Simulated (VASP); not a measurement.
Set up this calculation in VASP 6.6.1, as the native input.

```yaml
Task: single point
Functional: PBEsol
Potentials_or_basis: VASP PAW PBE potentials, release 64 (Gd, N)
Cutoff: 600 eV
k_mesh: 14 × 14 × 14
Occupations: gaussian, width 0.1 eV
Spin: collinear spin
Starting_moments: "[7.63, -0.15] μB"
Hubbard_terms: Gd f U = 6.0 eV
Dipole_correction: no
Further_INCAR_settings: ALGO = Normal; EDIFF = 1e-06; NBANDS = 22
```

The structure of GdN lies in POSCAR:

```
GdN
1.0
    0.0000000000      2.4717339584      2.4717339584
    2.4717339584      0.0000000000      2.4717339584
    2.4717339584      2.4717339584      0.0000000000
Gd N
1 1
Direct
    0.0000000000      0.0000000000      0.0000000000
    0.5000000000      0.5000000000      0.5000000000
```

The input as run:

INCAR

```
ALGO = Normal ; EDIFF = 1E-6
ENCUT = 600 ; GGA = PS
GGA_COMPAT = False ; ISIF = 2
ISMEAR = 0 ; ISPIN = 2
LASPH = True ; LCHARG = True
LDAU = True ; LDAUJ = 0 0
LDAUL = 3 -1 ; LDAUPRINT = 1
LDAUTYPE = 2 ; LDAUU = 6 0
LELF = True ; LMAXMIX = 6
LORBIT = 11 ; LREAL = False
LVHAR = True ; LWAVE = False
MAGMOM = 7.63 -0.15 ; NBANDS = 22
NELM = 200 ; PREC = Accurate
SIGMA = 0.1
```

KPOINTS

```
k-points
0
Gamma
  14 14 14
```

Potentials or basis: VASP PAW PBE potentials, release 64 (Gd, N).

Run with:

```bash
$ cat potpaw_PBE.64/Gd/POTCAR potpaw_PBE.64/N/POTCAR > POTCAR
$ mpirun -np 1 vasp_std > vasp.out
```

It gave:

```json
{
 "Pressure": "0.4 GPa",
 "Band gap on the k mesh": "zero (filled and empty bands overlap)",
 "Net moment": "7.00 μB per cell",
 "Site moments": "Gd +6.88; N -0.12 μB",
 "Valence electrons inside the program's atomic spheres": "Gd 15.22; N 3.62"
}
```

Caveat: the PAW data sets were made with another functional, which shifts forces and pressure a little; spin-orbit coupling is left out, which moves the levels of the heavy elements; a cell with one magnetic atom can't hold antiferromagnetic order, which such compounds often take.

Wall time 6.6 min on 1 thread of Oxide Virtual Turin-like Processor, with other jobs on the host, peak memory 0.25 GiB.
